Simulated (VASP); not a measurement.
# CuAu3 (I4/mmm) in VASP: notebook

The runs below take CuAu3 through single point, with PBEsol.

Program: VASP 6.6.1. These are calculated values, not measurements. Logs are shortened: lines on timing, memory, paths and dates and some standing lists are left out, and cuts for length are marked.

## (1) The cell of the first run

It takes space group I4/mmm (No. 139, tetragonal). Conventional cell: a = 4.008 Å, b = 4.008 Å, c = 8.218 Å, α = 90.00°, β = 90.00°, γ = 90.00°. Au (site symmetry 4/mmm) has 4 Cu at 2.83 Å and 8 Au at 2.87 Å within 3.7 Å. Within 3.7 Å of Au (site symmetry -4m2) lie 8 Au at 2.83 to 2.87 Å and 4 Cu at 2.87 Å. Within 3.7 Å of Cu (site symmetry 4/mmm) lie 12 Au at 2.83 to 2.87 Å.

## (2) Single point, PBEsol (volume scaled by 1.02)

The input, INCAR:

```
PREC = Accurate
ENCUT = 520
EDIFF = 1E-6
ISMEAR = -1
SIGMA = 0.05
LREAL = F
LASPH = T
NELM = 80
ALGO = Fast
ISIF = 2
LWAVE = F
LCHARG = F
GGA = PS
NBANDS = 30
```

The input, KPOINTS:

```
Automatic mesh
0
Gamma
  9 9 9
```

The input, POSCAR:

```
CuAu3
1.0
   -2.0038111196      2.0038111196      4.1091338480
    2.0038111196     -2.0038111196      4.1091338480
    2.0038111196      2.0038111196     -4.1091338480
Au Cu
3 1
Direct
    0.5000000000      0.5000000000      0.0000000000
    0.2500000000      0.7500000000      0.5000000000
    0.7500000000      0.2500000000      0.5000000000
    0.0000000000      0.0000000000      0.0000000000
```

Potentials or basis: VASP PAW PBE potentials, release 64 (Au, Cu).

Run with:

```bash
$ cat potpaw_PBE.64/Au/POTCAR potpaw_PBE.64/Cu/POTCAR > POTCAR
$ mpirun -np 1 vasp_std > vasp.out
```

OUTCAR:

```text
PREC = Accurate
   ENCUT = 520
   EDIFF = 1E-6
   ISMEAR = -1
   LREAL = F
   LASPH = T
   NELM = 80
   ISIF = 2
   GGA = PS

 ion  position               nearest neighbor table
   1  0.500  0.500  0.000-   4 2.83   4 2.83   4 2.83   4 2.83   3 2.87   2 2.87   3 2.87   3 2.87
                             2 2.87   2 2.87   3 2.87   2 2.87
   2  0.250  0.750  0.500-   3 2.83   3 2.83   3 2.83   3 2.83   4 2.87   1 2.87   4 2.87   1 2.87
                             4 2.87   4 2.87   1 2.87   1 2.87
   3  0.750  0.250  0.500-   2 2.83   2 2.83   2 2.83   2 2.83   4 2.87   1 2.87   4 2.87   4 2.87
                             1 2.87   1 2.87   4 2.87   1 2.87
   4  0.000  0.000  0.000-   1 2.83   1 2.83   1 2.83   1 2.83   3 2.87   2 2.87   3 2.87   2 2.87
                             3 2.87   3 2.87   2 2.87   2 2.87

  LATTYP: Found a body centered tetragonal cell.
 ALAT       =     4.0076222392
 C/A-ratio  =     2.0506592701

  Lattice vectors:

 A1 = (  -2.0038111196,   2.0038111196,   4.1091338480)
 A2 = (   2.0038111196,  -2.0038111196,   4.1091338480)
 A3 = (   2.0038111196,   2.0038111196,  -4.1091338480)

Analysis of symmetry for initial positions (statically):
=====================================================================
 Subroutine PRICEL returns:
 Original cell was already a primitive cell.

 Routine SETGRP: Setting up the symmetry group for a
 body centered tetragonal supercell.

 Subroutine GETGRP returns: Found 16 space group operations
 (whereof 16 operations were pure point group operations)
 out of a pool of 16 trial point group operations.

The static configuration has the point symmetry D_4h.

Analysis of symmetry for dynamics (positions and initial velocities):
=====================================================================
 Subroutine PRICEL returns:
 Original cell was already a primitive cell.

 Routine SETGRP: Setting up the symmetry group for a
 body centered tetragonal supercell.

 Subroutine GETGRP returns: Found 16 space group operations
 (whereof 16 operations were pure point group operations)
 out of a pool of 16 trial point group operations.

The dynamic configuration has the point symmetry D_4h.

 Subroutine INISYM returns: Found 16 space group operations
 (whereof 16 operations are pure point group operations),
 and found     1 'primitive' translations

----------------------------------------------------------------------------------------

                                     Primitive cell

  volume of cell :      65.9969

  direct lattice vectors                    reciprocal lattice vectors
    -2.003811120  2.003811120  4.109133848     0.000000000  0.249524516  0.121680144
     2.003811120 -2.003811120  4.109133848     0.249524516  0.000000000  0.121680144
     2.003811120  2.003811120 -4.109133848     0.249524516  0.249524516  0.000000000

  length of vectors
     4.991542746  4.991542746  4.991542746     0.277612215  0.277612215  0.352880955

  position of ions in fractional coordinates (direct lattice)
     0.500000000  0.500000000  0.000000000
     0.250000000  0.750000000  0.500000000
     0.750000000  0.250000000  0.500000000
     0.000000000  0.000000000  0.000000000

  ion indices of the primitive-cell ions
   primitive index   ion index
                 1           1
                 2           2
                 3           3
                 4           4

----------------------------------------------------------------------------------------

 KPOINTS: Automatic mesh

Automatic generation of k-mesh.
 Grid dimensions read from file:
 generate k-points for:    9    9    9

 Generating k-lattice:

  Cartesian coordinates                     Fractional coordinates (reciprocal lattice)
     0.000000000  0.027724946  0.013520016     0.111111111 -0.000000000  0.000000000
     0.027724946  0.000000000  0.013520016    -0.000000000  0.111111111  0.000000000
     0.027724946  0.027724946  0.000000000     0.000000000  0.000000000  0.111111111

  Length of vectors
     0.030845802  0.030845802  0.039208995

  Shift w.r.t. Gamma in fractional coordinates (k-lattice)
     0.000000000  0.000000000  0.000000000

 Subroutine IBZKPT returns following result:
 ===========================================

 Found     75 irreducible k-points:

 Following reciprocal coordinates:
            Coordinates               Weight
  0.000000  0.000000  0.000000      1.000000
  0.111111  0.000000  0.000000      8.000000
  0.222222 -0.000000  0.000000      8.000000
  0.333333 -0.000000  0.000000      8.000000
  0.444444 -0.000000  0.000000      8.000000
  0.111111  0.111111  0.000000      8.000000
[... 16 lines left out ...]
 -0.333333  0.333333  0.000000      4.000000
  0.444444  0.444444  0.000000      8.000000
 [... further k-points ...]
   k-points           NKPTS =     75   k-points in BZ     NKDIM =     75   number of bands    NBANDS=     30
   number of dos      NEDOS =    301   number of ions     NIONS =      4
   total plane-waves  NPLWV =  64000
   dimension x,y,z NGX =    40 NGY =   40 NGZ =   40
   dimension x,y,z NGXF=    80 NGYF=   80 NGZF=   80
   ions per type =               3   1
   NGX,Y,Z   is equivalent  to a cutoff of  13.32, 13.32, 13.32 a.u.
   NGXF,Y,Z  is equivalent  to a cutoff of  26.64, 26.64, 26.64 a.u.
 SYSTEM =  unknown system
   PREC   = accura    normal or accurate (medium, high low for compatibility)
   ISTART =      0    job   : 0-new  1-cont  2-samecut
   ICHARG =      2    charge: 1-file 2-atom 10-const
   ISPIN  =      1    spin polarized calculation?
   LNONCOLLINEAR =      F non collinear calculations
   LSORBIT =      F    spin-orbit coupling
   LASPH  =      T    aspherical Exc in radial PAW
   ENCUT  =  520.0 eV  38.22 Ry    6.18 a.u.   9.28  9.28  9.28*2*pi/ulx,y,z
   NELM   =     80;   NELMIN=  2; NELMDL= -5     # of ELM steps
   EDIFF  = 0.1E-05   stopping-criterion for ELM
   LREAL  =      F    real-space projection
   EDIFFG = 0.1E-04   stopping-criterion for IOM
   NSW    =      0    number of steps for IOM
   IBRION =     -1    ionic relax: 0-MD 1-quasi-New 2-CG
   NFREE  =      0    steps in history (QN), initial steepest desc. (CG)
   ISIF   =      2    stress and relaxation
   ISYM   =      2    0-nonsym 1-usesym 2-fastsym
   POTIM  = 0.5000    time-step for ionic-motion
   TEBEG  =    0.0;   TEEND  =   0.0 temperature during run
   PSTRESS=    0.0 pullay stress
   NELECT =      44.0000    total number of electrons
   NUPDOWN=      -1.0000    fix difference up-down
   EMIN   =  10.00;   EMAX   =-10.00  energy-range for DOS
   EFERMI =   0.00;   METHOD = LEGACY
   ISMEAR =    -1;   SIGMA  =   0.05  broadening in eV -4-tet -1-fermi 0-gaus
   EFERMI_NEDOS =   21; number of points for ismear=-14 and -15
   IALGO  =     68    algorithm
   IMIX   =      4    mixing-type and parameters
     AMIX     =   0.40;   BMIX     =  1.00
     AMIX_MAG =   1.60;   BMIX_MAG =  1.00
  volume/ion in A,a.u.               =      16.50       111.34
  Fermi-wavevector in a.u.,A,eV,Ry     =   1.430159  2.702609 27.828756  2.045356
  Thomas-Fermi vector in A             =   2.550035
   LORBIT       =      0    0 simple, 1 ext, 2 COOP (PROOUT), +10 PAW based schemes
   GGA     = PS    functional components
   LHFCALC =     F    Hartree Fock is set to
   AEXX    =    0.0000 exact exchange contribution
   IVDW    =     0    specifies the selected vdW correction
   LEPSILON=     F    determine dielectric tensor
   LRPA    =     F    only Hartree local field effects (RPA)
 non-spin polarized calculation
 RMM-DIIS sequential band-by-band and
  energy-cutoff  :      520.00
  volume of cell :       66.00
 maximum number of plane-waves:      1803
 NGX is ok and might be reduce to    40
   NGX = 19   NGY = 19   NGZ = 19

 number of electron      43.9999999 magnetization

 Free energy of the ion-electron system (eV)
  ---------------------------------------------------
  ext. energy  EPLUGINS =         0.00000000
  ---------------------------------------------------
  free energy    TOTEN  =       -16.10755488 eV

  energy without entropy =      -16.10002734  energy(sigma->0) =      -16.10379111

 E-fermi :   8.2455     XC(G=0): -12.6030

 val. band max:        8.1966379130   @ k =   0.3333   0.3333   0.0000
 cond. band min:       8.2524456383   @ k =  -0.1111  -0.1111   0.1111
 fundamental gap:      0.0558077253
 Fermi energy:         8.2454671132

 k-point     1 :       0.0000    0.0000    0.0000
  band No.  band energies     occupation
      1      -1.1930      2.00000
      2       1.7487      2.00000
      3       1.9833      2.00000
      4       2.2018      2.00000
      5       3.1515      2.00000
      6       3.1515      2.00000
[... 22 lines left out ...]
     29      14.4915      0.00000
     30      16.7493      0.00000

 k-point     2 :       0.1111    0.0000    0.0000
  band No.  band energies     occupation
      1      -1.0169      2.00000
      2       1.8352      2.00000
      3       2.0642      2.00000
      4       2.2736      2.00000
      5       2.9824      2.00000
      6       3.0383      2.00000
[... 22 lines left out ...]
     29      15.3377      0.00000
     30      17.6067      0.00000

 k-point     3 :       0.2222   -0.0000    0.0000
  band No.  band energies     occupation
      1      -0.5058      2.00000
      2       2.0655      2.00000
      3       2.3015      2.00000
      4       2.4484      2.00000
      5       2.8126      2.00000
      6       2.8810      2.00000
[... 22 lines left out ...]
     29      16.4965      0.00000
     30      18.0639      0.00000

 k-point     4 :       0.3333   -0.0000    0.0000
  band No.  band energies     occupation
      1       0.2762      2.00000
      2       2.3137      2.00000
      3       2.6165      2.00000
      4       2.6741      2.00000
      5       2.7754      2.00000
      6       2.8211      2.00000
[... 616 lines left out ...]
     29      18.4980      0.00000
     30      20.7518      0.00000

 k-point    23 :      -0.3333    0.3333    0.0000
  band No.  band energies     occupation
      1       0.9855      2.00000
      2       1.8383      2.00000
      3       2.1314      2.00000
      4       2.6242      2.00000
      5       3.1617      2.00000
      6       3.2293      2.00000
[... 22 lines left out ...]
     29      20.1845      0.00000
     30      21.4340      0.00000

 k-point    24 :       0.4444    0.4444    0.0000
  band No.  band energies     occupation
      1       1.4791      2.00000
      2       1.5606      2.00000
      3       2.2069      2.00000
      4       2.6966      2.00000
      5       3.2858      2.00000
      6       3.3420      2.00000
[... 22 lines left out ...]
     29      18.2350      0.00000
     30      18.6249      0.00000

 [... further k-points ...]
[... 5 lines left out ...]
  --------------------------------------------------------------------------------------
  -------------------------------------------------------------------------------------
  Total       -3.0363681     -3.0363681     -3.1457706      0.0000000      0.0000000      0.0000000
  in kB      -73.7125036    -73.7125036    -76.3684169      0.0000000      0.0000000      0.0000000
  external PRESSURE =     -74.5978080 kB  Pullay stress =       0.0000000 kB

 VOLUME and BASIS-vectors are now :
 -----------------------------------------------------------------------------
  energy-cutoff  :      520.00
  volume of cell :       66.00
      direct lattice vectors                 reciprocal lattice vectors
    -2.003811120  2.003811120  4.109133848     0.000000000  0.249524516  0.121680144
     2.003811120 -2.003811120  4.109133848     0.249524516  0.000000000  0.121680144
     2.003811120  2.003811120 -4.109133848     0.249524516  0.249524516  0.000000000

 POSITION                                       TOTAL-FORCE (eV/Angst)
 -----------------------------------------------------------------------------------
      0.00000      0.00000      4.10913         0.000000     -0.000000     -0.000000
      2.00381      0.00000      2.05457        -0.000000      0.000000      0.000000
      0.00000      2.00381      2.05457         0.000000     -0.000000     -0.000000
      0.00000      0.00000      0.00000         0.000000     -0.000000     -0.000000
 -----------------------------------------------------------------------------------
    total drift:                               -0.000000     -0.000000      0.000000

  FREE ENERGIE OF THE ION-ELECTRON SYSTEM (eV)
  ---------------------------------------------------
  free  energy   TOTEN  =       -16.1075548829 eV

  energy  without entropy=      -16.1000273410  energy(sigma->0) =      -16.10379111
```

Run time: 3.7 min. Hardware: 1 thread of Intel Xeon Platinum 8259CL at 2.50GHz (Skylake/Cascade Lake), shared host; peak memory 0.33 GiB.

What came out:

```
Free energy            : -16.1076 eV
Pressure               : -7.5 GPa
Band gap on the k mesh : zero (band 22 reaches 11.08 eV, above the bottom of band 23 at 7.07 eV)
```

Levels at points of the mesh, in eV from the Fermi level:
```csv
k point,band 18,band 19,band 20,band 21,band 22,band 23,band 24,band 25,band 26,band 27
"(0.00, 0.00, 0.00)",-1.43,-1.43,-1.38,-1.35,0.87,4.86,5.57,5.89,5.89,5.91
```

Caveat: the PAW data sets were made with another functional, which shifts forces and pressure a little; spin-orbit coupling is left out, which moves the levels of the heavy elements.

## (3) Single point, PBEsol (volume scaled by 1.04)

The input, INCAR:

```
SYSTEM = CuAu3
PREC = Accurate ; ENCUT = 520
EDIFF = 1E-7 ; ISMEAR = -1
SIGMA = 0.05 ; LREAL = .FALSE.
LASPH = .TRUE. ; NELM = 100
ALGO = Fast ; ISIF = 2
LWAVE = .FALSE. ; LCHARG = .FALSE.
GGA = PS ; NBANDS = 30
```

The input, KPOINTS:

```
Automatic mesh
0
G
  9 9 9
  0 0 0
```

The input, POSCAR:

```
CuAu3
1.0
   -2.0168232447      2.0168232447      4.1358172830
    2.0168232447     -2.0168232447      4.1358172830
    2.0168232447      2.0168232447     -4.1358172830
Au Cu
3 1
Direct
    0.5000000000      0.5000000000      0.0000000000
    0.2500000000      0.7500000000      0.5000000000
    0.7500000000      0.2500000000      0.5000000000
    0.0000000000      0.0000000000      0.0000000000
```

Potentials or basis: VASP PAW PBE potentials, release 64 (Au, Cu).

Run with:

```bash
$ cat potpaw_PBE.64/Au/POTCAR potpaw_PBE.64/Cu/POTCAR > POTCAR
$ mpirun -np 1 vasp_std > vasp.out
```

OUTCAR:

```text
SYSTEM = CuAu3
   PREC = Accurate
   ENCUT = 520
   EDIFF = 1E-7
   ISMEAR = -1
   LREAL = .FALSE.
   LASPH = .TRUE.
   NELM = 100
   ISIF = 2
   GGA = PS

 ion  position               nearest neighbor table
   1  0.500  0.500  0.000-   4 2.85   4 2.85   4 2.85   4 2.85   3 2.89   2 2.89   3 2.89   3 2.89
                             2 2.89   2 2.89   3 2.89   2 2.89
   2  0.250  0.750  0.500-   3 2.85   3 2.85   3 2.85   3 2.85   4 2.89   1 2.89   4 2.89   1 2.89
                             4 2.89   4 2.89   1 2.89   1 2.89
   3  0.750  0.250  0.500-   2 2.85   2 2.85   2 2.85   2 2.85   4 2.89   1 2.89   4 2.89   4 2.89
                             1 2.89   1 2.89   4 2.89   1 2.89
   4  0.000  0.000  0.000-   1 2.85   1 2.85   1 2.85   1 2.85   3 2.89   2 2.89   3 2.89   2 2.89
                             3 2.89   3 2.89   2 2.89   2 2.89

  LATTYP: Found a body centered tetragonal cell.
 ALAT       =     4.0336464894
 C/A-ratio  =     2.0506592702

  Lattice vectors:

 A1 = (  -2.0168232447,   2.0168232447,   4.1358172830)
 A2 = (   2.0168232447,  -2.0168232447,   4.1358172830)
 A3 = (   2.0168232447,   2.0168232447,  -4.1358172830)

[... 173 lines left out ...]
  ext. energy  EPLUGINS =         0.00000000
  ---------------------------------------------------
  free energy    TOTEN  =       -16.03883835 eV

  energy without entropy =      -16.03086630  energy(sigma->0) =      -16.03485233

 E-fermi :   7.9491     XC(G=0): -12.4904

 val. band max:        7.9048127673   @ k =   0.3333   0.3333   0.0000
 cond. band min:       7.9790733419   @ k =  -0.1111  -0.3333   0.1111
 fundamental gap:      0.0742605745
 Fermi energy:         7.9491183790

 k-point     1 :       0.0000    0.0000    0.0000
  band No.  band energies     occupation
      1      -1.2959      2.00000
      2       1.6171      2.00000
      3       1.8440      2.00000
      4       2.0619      2.00000
      5       2.9787      2.00000
      6       2.9787      2.00000
[... 781 lines left out ...]
     29      17.8196      0.00000
     30      18.2018      0.00000

 [... further k-points ...]
[... 5 lines left out ...]
  --------------------------------------------------------------------------------------
  -------------------------------------------------------------------------------------
  Total       -4.0771228     -4.0771228     -4.2010822      0.0000000      0.0000000      0.0000000
  in kB      -97.0749909    -97.0749909   -100.0264248      0.0000000      0.0000000      0.0000000
  external PRESSURE =     -98.0588022 kB  Pullay stress =       0.0000000 kB

 VOLUME and BASIS-vectors are now :
 -----------------------------------------------------------------------------
  energy-cutoff  :      520.00
  volume of cell :       67.29
      direct lattice vectors                 reciprocal lattice vectors
    -2.016823245  2.016823245  4.135817283     0.000000000  0.247914636  0.120895089
     2.016823245 -2.016823245  4.135817283     0.247914636  0.000000000  0.120895089
     2.016823245  2.016823245 -4.135817283     0.247914636  0.247914636  0.000000000

 POSITION                                       TOTAL-FORCE (eV/Angst)
 -----------------------------------------------------------------------------------
      0.00000      0.00000      4.13582         0.000000     -0.000000      0.000000
      2.01682     -0.00000      2.06791        -0.000000     -0.000000      0.000000
     -0.00000      2.01682      2.06791         0.000000      0.000000     -0.000000
      0.00000      0.00000      0.00000         0.000000     -0.000000      0.000000
 -----------------------------------------------------------------------------------
    total drift:                               -0.000000     -0.000000      0.000000

  FREE ENERGIE OF THE ION-ELECTRON SYSTEM (eV)
  ---------------------------------------------------
  free  energy   TOTEN  =       -16.0388383512 eV

  energy  without entropy=      -16.0308663027  energy(sigma->0) =      -16.03485233
```

Wall time 4 min (1 thread of Intel Xeon Platinum 8259CL at 2.50GHz (Skylake/Cascade Lake), shared host); peak memory 0.33 GiB.

Results:

```
Free energy            : -16.0388 eV
Pressure               : -9.8 GPa
Band gap on the k mesh : zero (band 22 reaches 10.78 eV, above the bottom of band 23 at 6.78 eV)
```

Levels at points of the mesh, in eV from the Fermi level:
| k point | band 18 | band 19 | band 20 | band 21 | band 22 | band 23 | band 24 | band 25 | band 26 | band 27 |
| --- | --- | --- | --- | --- | --- | --- | --- | --- | --- | --- |
| (0.00, 0.00, 0.00) | -1.41 | -1.41 | -1.39 | -1.33 | 0.93 | 4.76 | 5.44 | 5.79 | 5.83 | 5.83 |

Caveat: the PAW data sets were made with another functional, which shifts forces and pressure a little; spin-orbit coupling is left out, which moves the levels of the heavy elements.

(Part 1 of 2 ends here.)
